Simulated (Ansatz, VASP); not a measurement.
# BeZn2Te3 in VASP and in Ansatz

The input INCAR:

```
PREC = Accurate ; ENCUT = 600
EDIFF = 1E-6 ; ISMEAR = 0
SIGMA = 0.1 ; LREAL = False
LASPH = True ; NELM = 80
ALGO = Normal ; ISIF = 3
LWAVE = False ; LCHARG = False
GGA = PE ; IBRION = 2
NSW = 100 ; EDIFFG = -0.01
```

KPOINTS

```
Automatic mesh
0
Gamma
  6 6 10
```

Contents of POSCAR:

```
BeZn2Te3
1.0
    6.7159958800      0.0000000000      0.0000000000
   -3.3579979400      5.8162230438      0.0000000000
    0.0000000000      0.0000000000      4.3299876817
Be Zn Te
1 2 3
Direct
    0.0000000000      0.0000000000      0.0000000000
    0.3333333333      0.6666666667      0.0000000000
    0.6666666667      0.3333333333      0.0000000000
    0.5000000000      0.5000000000      0.5000000000
    0.0000000000      0.5000000000      0.5000000000
    0.5000000000      0.0000000000      0.5000000000
```

Input for Ansatz:

```yaml
crystal:
  lattice:
    - [6.71599588, 0.0, 0.0]
    - [-3.35799794, 5.8162230438, 0.0]
    - [0.0, 0.0, 4.3299876817]
  atoms:
    - { symbol: Be, position: [0.0, 0.0, 0.0] }
    - { symbol: Zn, position: [0.3333333333, 0.6666666667, 0.0] }
    - { symbol: Zn, position: [0.6666666667, 0.3333333333, 0.0] }
    - { symbol: Te, position: [0.5, 0.5, 0.5] }
    - { symbol: Te, position: [0.0, 0.5, 0.5] }
    - { symbol: Te, position: [0.5, 0.0, 0.5] }
basis:
  ecutwfc: 420
kpoints:
  mp_grid: { grid: [6, 6, 10] }
hamiltonian:
  xc: pbe
scf:
  occupations: { method: gaussian, width: 0.1 }
output:
  forces: true
  stress: true
  eigenvalues: true
  write_density: true
  write_potential: true
  elf: true
  volumetric_format: npy
relax:
  adjacent_minimum: "off"
  f_tol: 0.01
  max_steps: 80
  cell: { stress_tol: 0.05 }
```

Change from the starting cell: species swapped into the CeGa3Pd2 type (P6/mmm, No. 191).

Alike in both runs: task relaxation of cell and atoms; functional PBE; k mesh 6 × 6 × 10; occupations gaussian, width 0.1 eV; no spin polarisation.

|  | VASP | Ansatz |
| --- | --- | --- |
| version | VASP 6.6.1 | Ansatz 0.2.0 |
| potentials or method | VASP PAW PBE potentials, release 64 (Be, Zn, Te), cutoff 600 eV | scalar-relativistic, plane waves, PAW |
| valence electrons in the cell | 44 | 74 |

```csv
,VASP,Ansatz,Ansatz less VASP
"gap on the k mesh at the Fermi level, each at its own relaxed structure (eV)",none,none,-
relaxed volume (Å³/atom),28.67,28.62,-0.046
relaxed length of the cell vector where the two differ most in proportion (Å),7.091,7.087,-0.0045
```

A gap of «none» marks a metal or a gap that the smearing closes. VASP's potentials hold 44 valence electrons a cell and Ansatz's 74, so a difference there can come from the potentials and not from the codes.

Spin-orbit coupling is off throughout.
